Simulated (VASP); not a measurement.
# BeCo (Pm-3m) in VASP: a series of runs

BeCo is run at these levels: LDA; tasks: vibrations by perturbation theory, elastic constants.

All numbers are computed with VASP 6.6.1; they aren't measurements. Logs are shortened: lines on timing, memory, paths and dates and some standing lists are left out, and cuts for length are marked.

### 1 The cell of the first run

Symmetry: Pm-3m, No. 221, cubic system. The conventional cell has a = 2.489 Å, b = 2.489 Å, c = 2.489 Å, α = 90.00°, β = 90.00°, γ = 90.00°. Be (site symmetry m-3m) has 8 Co at 2.16 Å and 6 Be at 2.49 Å within 2.9 Å. Within 2.9 Å of Co (site symmetry m-3m) lie 8 Be at 2.16 Å and 6 Co at 2.49 Å.

### 2 Vibrations by perturbation theory, LDA

Contents of INCAR:

```
  ALGO = Fast
  EDIFF = 1E-8
  ENCUT = 520
  GGA = CA
  IBRION = 8
  ISIF = 2
  ISMEAR = 0
  LASPH = T
  LCHARG = F
  LREAL = F
  LWAVE = F
  NELM = 100
  NSW = 1
  PREC = Accurate
  SIGMA = 0.2
```

Contents of KPOINTS:

```
k-points
0
Gamma
  16 16 16
```

Contents of POSCAR:

```
BeCo
1.0
    2.4892261779      0.0000000000      0.0000000000
    0.0000000000      2.4892261779      0.0000000000
    0.0000000000      0.0000000000      2.4892261779
Be Co
1 1
Direct
    0.0000000000      0.0000000000      0.0000000000
    0.5000000000      0.5000000000      0.5000000000
```

Potentials or basis: VASP PAW LDA potentials, release 64 (Be, Co).

Started as:

```console
$ cat potpaw_LDA.64/Be/POTCAR potpaw_LDA.64/Co/POTCAR > POTCAR
$ mpirun -np 1 vasp_std > vasp.out
```

OUTCAR:

```text
EDIFF = 1E-8
   ENCUT = 520
   GGA = CA
   IBRION = 8
   ISIF = 2
   ISMEAR = 0
   LASPH = T
   LREAL = F
   NELM = 100
   NSW = 1
   PREC = Accurate

 ion  position               nearest neighbor table
   1  0.000  0.000  0.000-   2 2.16   2 2.16   2 2.16   2 2.16   2 2.16   2 2.16   2 2.16   2 2.16

   2  0.500  0.500  0.500-   1 2.16   1 2.16   1 2.16   1 2.16   1 2.16   1 2.16   1 2.16   1 2.16

  LATTYP: Found a simple cubic cell.
 ALAT       =     2.4892261779

  Lattice vectors:

 A1 = (   2.4892261779,   0.0000000000,   0.0000000000)
 A2 = (   0.0000000000,   2.4892261779,   0.0000000000)
 A3 = (   0.0000000000,   0.0000000000,   2.4892261779)

Analysis of symmetry for initial positions (statically):
=====================================================================
 Subroutine PRICEL returns:
 Original cell was already a primitive cell.

 Routine SETGRP: Setting up the symmetry group for a
 simple cubic supercell.

 Subroutine GETGRP returns: Found 48 space group operations
 (whereof 48 operations were pure point group operations)
 out of a pool of 48 trial point group operations.

The static configuration has the point symmetry O_h .

Analysis of symmetry for dynamics (positions and initial velocities):
=====================================================================
 Subroutine PRICEL returns:
 Original cell was already a primitive cell.

 Routine SETGRP: Setting up the symmetry group for a
 simple cubic supercell.

 Subroutine GETGRP returns: Found 48 space group operations
 (whereof 48 operations were pure point group operations)
 out of a pool of 48 trial point group operations.

The dynamic configuration has the point symmetry O_h .

 Subroutine INISYM returns: Found 48 space group operations
 (whereof 48 operations are pure point group operations),
 and found     1 'primitive' translations

----------------------------------------------------------------------------------------

                                     Primitive cell

  volume of cell :      15.4239

  direct lattice vectors                    reciprocal lattice vectors
     2.489226178  0.000000000  0.000000000     0.401731273  0.000000000  0.000000000
     0.000000000  2.489226178  0.000000000     0.000000000  0.401731273  0.000000000
     0.000000000  0.000000000  2.489226178     0.000000000  0.000000000  0.401731273

  length of vectors
     2.489226178  2.489226178  2.489226178     0.401731273  0.401731273  0.401731273

  position of ions in fractional coordinates (direct lattice)
     0.000000000  0.000000000  0.000000000
     0.500000000  0.500000000  0.500000000

  ion indices of the primitive-cell ions
   primitive index   ion index
                 1           1
                 2           2

----------------------------------------------------------------------------------------

 KPOINTS: k-points

Automatic generation of k-mesh.
 Grid dimensions read from file:
 generate k-points for:   16   16   16

 Generating k-lattice:

  Cartesian coordinates                     Fractional coordinates (reciprocal lattice)
     0.025108205  0.000000000  0.000000000     0.062500000  0.000000000  0.000000000
     0.000000000  0.025108205  0.000000000     0.000000000  0.062500000  0.000000000
     0.000000000  0.000000000  0.025108205     0.000000000  0.000000000  0.062500000

  Length of vectors
     0.025108205  0.025108205  0.025108205

  Shift w.r.t. Gamma in fractional coordinates (k-lattice)
     0.000000000  0.000000000  0.000000000

 Subroutine IBZKPT returns following result:
 ===========================================
[... 80 lines left out ...]
 RMM-DIIS sequential band-by-band and
 Gauss-broadening in eV      SIGMA  =   0.20
  energy-cutoff  :      520.00
  volume of cell :       15.42
 maximum number of plane-waves:       437
 NGX is ok and might be reduce to    20
   NGX =  9   NGY =  9   NGZ =  9

--------------------------------------- Ionic step        1  -------------------------------------------

 number of electron      10.9999990 magnetization

 Free energy of the ion-electron system (eV)
  ---------------------------------------------------
  ext. energy  EPLUGINS =         0.00000000
  ---------------------------------------------------
  free energy    TOTEN  =       -13.04777015 eV

  energy without entropy =      -13.00842759  energy(sigma->0) =      -13.02809887

 E-fermi :  10.1894     XC(G=0): -13.3904

 val. band max:       10.1856193196   @ k =   0.4375   0.1250   0.0000
 cond. band min:      10.1896348345   @ k =   0.2500   0.0625   0.0625
 fundamental gap:      0.0040155149
 Fermi energy:        10.1893662716

 k-point     1 :       0.0000    0.0000    0.0000
  band No.  band energies     occupation
      1       0.0882      2.00000
      2       7.0077      2.00000
      3       7.0077      2.00000
      4      10.2348      0.74810
      5      10.2348      0.74809
      6      10.2348      0.74809
      7      18.4993      0.00000
      8      18.4993      0.00000
      9      18.4993      0.00000
[... 265 lines left out ...]
 k-point    24 :       0.5000    0.1250    0.0000
  band No.  band energies     occupation
      1       4.0365      2.00000
      2       5.9290      2.00000
      3       7.7456      2.00000
      4       8.8028      2.00000
      5       8.8377      2.00000
      6      10.1924      0.98299
      7      11.8865      0.00000
      8      21.9299      0.00000
      9      23.7935      0.00000

 [... further k-points ...]

------------------------ aborting loop because EDIFF is reached ----------------------------------------

  FORCE on cell =-STRESS in cart. coord.  units (eV):
  Direction    XX          YY          ZZ          XY          YZ          ZX
  --------------------------------------------------------------------------------------
  -------------------------------------------------------------------------------------
  Total        1.4877826      1.4877826      1.4877826     -0.0000000     -0.0000000      0.0000000
  in kB      154.5457214    154.5457214    154.5457214     -0.0000000     -0.0000000      0.0000000
  external PRESSURE =     154.5457214 kB  Pullay stress =       0.0000000 kB

 VOLUME and BASIS-vectors are now :
 -----------------------------------------------------------------------------
  energy-cutoff  :      520.00
  volume of cell :       15.42
      direct lattice vectors                 reciprocal lattice vectors
     2.489226178  0.000000000  0.000000000     0.401731273  0.000000000  0.000000000
     0.000000000  2.489226178  0.000000000     0.000000000  0.401731273  0.000000000
     0.000000000  0.000000000  2.489226178     0.000000000  0.000000000  0.401731273

 POSITION                                       TOTAL-FORCE (eV/Angst)
 -----------------------------------------------------------------------------------
      0.00000      0.00000      0.00000         0.000000      0.000000      0.000000
      1.24461      1.24461      1.24461         0.000000      0.000000      0.000000
 -----------------------------------------------------------------------------------
    total drift:                               -0.000000      0.000000     -0.000000

  FREE ENERGIE OF THE ION-ELECTRON SYSTEM (eV)
  ---------------------------------------------------
  free  energy   TOTEN  =       -13.0477701467 eV

  energy  without entropy=      -13.0084275924  energy(sigma->0) =      -13.02809887

[... ionic steps 2 to 3 ...]

--------------------------------------- Ionic step        4  -------------------------------------------

------------------------ aborting loop because EDIFF is reached ----------------------------------------

[... ionic steps 5 to 6 ...]

--------------------------------------- Ionic step        7  -------------------------------------------

 Free energy of the ion-electron system (eV)
  ---------------------------------------------------
  ---------------------------------------------------
  free energy    TOTEN  =        -0.16515447 eV

  energy without entropy =       -0.16515446

------------------------ aborting loop because EDIFF is reached ----------------------------------------

 INTERNAL STRAIN TENSOR  FOR ION    2  DIRECTION 1   (eV/Angst):
 -----------------------------------------------------------------------------
     0.03421  0.00000  0.00000
     0.00000  0.00521  0.00000
     0.00000  0.00000  0.00521

 INTERNAL STRAIN TENSOR FOR ION    2 for displacements in x,y,z  (eV/Angst):
          X           Y           Z          XY          YZ          ZX
  --------------------------------------------------------------------------------
  x     0.00000     0.00000     0.00000     0.00000     0.00000     0.00000
  y     0.00000     0.00000     0.00000     0.00000     0.00000     0.00000
  z     0.00000     0.00000     0.00000     0.00000     0.00000     0.00000

 SECOND DERIVATIVES (NOT SYMMETRIZED)
 ------------------------------------
               1X          1Y          1Z          2X          2Y          2Z
  1X   -10.385563    0.000000   -0.000000   10.385563   -0.000000    0.000000
  1Y    -0.000000  -10.385563    0.000000    0.000000   10.385563   -0.000000
  1Z     0.000000    0.000000  -10.385563   -0.000000   -0.000000   10.385563
  2X    10.372993    0.000000   -0.000000  -10.372993   -0.000000    0.000000
  2Y    -0.000000   10.372993   -0.000000    0.000000  -10.372993    0.000000
  2Z    -0.000000   -0.000000   10.372993    0.000000    0.000000  -10.372993

 Eigenvectors and eigenvalues of the dynamical matrix
 ----------------------------------------------------

   1 f  =   18.017681 THz   113.208427 2PiTHz  601.005137 cm-1    74.515107 meV
             X         Y         Z           dx          dy          dz
      0.000000  0.000000  0.000000     0.000086   -0.931391   -0.000000
      1.244613  1.244613  1.244613    -0.000034    0.364020    0.000000
[... 21 lines left out ...]
   6 f/i=    0.003699 THz     0.023242 2PiTHz    0.123389 cm-1     0.015298 meV
             X         Y         Z           dx          dy          dz
      0.000000  0.000000  0.000000    -0.021083    0.363408    0.000000
      1.244613  1.244613  1.244613    -0.053945    0.929828    0.000000

--------------------------------------------------------------------------------------------------------

 ELASTIC MODULI CONTR FROM IONIC RELAXATION (kBar)
 Direction    XX          YY          ZZ          XY          YZ          ZX
 --------------------------------------------------------------------------------
 XX           0.0000      0.0000      0.0000      0.0000      0.0000      0.0000
 YY           0.0000      0.0000      0.0000      0.0000      0.0000      0.0000
 ZZ           0.0000      0.0000      0.0000      0.0000      0.0000      0.0000
 XY           0.0000      0.0000      0.0000      0.0000      0.0000      0.0000
 YZ           0.0000      0.0000      0.0000      0.0000      0.0000      0.0000
 ZX           0.0000      0.0000      0.0000      0.0000      0.0000      0.0000
 --------------------------------------------------------------------------------
```

It took 3.3 min on 1 thread of Intel Xeon 8259CL, shared host; peak memory 0.28 GiB.

Results:

```yaml
Highest_phonon_frequency_at_Γ: 601 cm⁻¹
```

Phonon frequencies in cm⁻¹ (negative: imaginary):
```
              q point        frequencies
(0.000, 0.000, 0.000)  0 0 0 601 601 601
```

Caveat: the cell stands under pressure or tension, which shifts response properties; the run has no spin polarisation, though such a crystal can be magnetic. Spin polarisation is off, so any magnetic state and its effect on volume and gap are missing.

### 3 Elastic constants, LDA

Contents of INCAR:

```
  PREC = Accurate
  ENCUT = 600
  EDIFF = 1E-8
  ISMEAR = 0
  SIGMA = 0.2
  LREAL = F
  LASPH = T
  NELM = 100
  ALGO = Normal
  ISIF = 3
  LWAVE = F
  LCHARG = T
  IBRION = 6
  NFREE = 2
  POTIM = 0.015
  NSW = 1
```

Contents of KPOINTS:

```
Automatic mesh
0
Gamma
  16 16 16
```

POSCAR is that of step 2.

Potentials or basis: VASP PAW LDA potentials, release 64 (Be, Co).

Started as:

```console
$ cat potpaw_LDA.64/Be/POTCAR potpaw_LDA.64/Co/POTCAR > POTCAR
$ mpirun -np 1 vasp_std > vasp.out
```

It took 21 min on 1 thread of Intel Xeon 8259CL, shared host; peak memory 0.51 GiB.

It converged, with:

* Elastic constants C11, C12, C44: 440, 198, 195 GPa
* Voigt bulk modulus: 279 GPa
* Highest phonon frequency at Γ: 601 cm⁻¹

Phonon frequencies in cm⁻¹ (negative: imaginary):
```csv
q point,frequencies
"(0.000, 0.000, 0.000)",0 0 0 601 601 601
```

Elastic tensor in Voigt notation (GPa, in the Cartesian axes of the cell as first typed):
```
440 198 198   0   0   0
198 440 198   0   0   0
198 198 440   0   0   0
  0   0   0 195   0   0
  0   0   0   0 195   0
  0   0   0   0   0 195
```

Clamped-ion elastic tensor (GPa):
```
440 198 198   0   0   0
198 440 198   0   0   0
198 198 440   0   0   0
  0   0   0 195   0   0
  0   0   0   0 195   0
  0   0   0   0   0 195
```

Caveat: the cell is under stress, which shifts elastic constants; the run has no spin polarisation, though such a crystal can be magnetic. Spin polarisation is off, so any magnetic state and its effect on volume and gap are missing.

(Continued in part 2 of 2.)
